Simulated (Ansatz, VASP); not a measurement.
SiNi3 in VASP and in Ansatz

```
CELL_PARAMETERS angstrom
3.46125 0.00000 0.00000
0.00000 3.46125 0.00000
0.00000 0.00000 3.46125
ATOMIC_POSITIONS crystal
Si 0.00000 0.00000 0.00000
Ni 0.00000 0.50000 0.50000
Ni 0.50000 0.00000 0.50000
Ni 0.50000 0.50000 0.00000
```

Alike in both runs: task single point; functional PBEsol; k mesh 16 × 16 × 16; occupations gaussian, width 0.15 eV; no spin polarisation.

```csv
,VASP,Ansatz
version,VASP 6.6.1,Ansatz 0.2.0
potentials or method,"VASP PAW PBE potentials, release 64 (Si, Ni), cutoff 520 eV","scalar-relativistic, plane waves, PAW"
valence electrons in the cell,34,58
```

VASP gave:

```
gap on the k mesh at the Fermi level (eV) : none
pressure (GPa)                            : 0.2
```

Q: Which values does Ansatz return?

A: gap on the k mesh at the Fermi level (eV): none; pressure (GPa): 0.0.

VASP's potentials were made for PBE, not for PBEsol. A gap of «none» marks a metal or a gap that the smearing closes. VASP's potentials hold 34 valence electrons a cell and Ansatz's 58, so a difference there can come from the potentials and not from the codes.
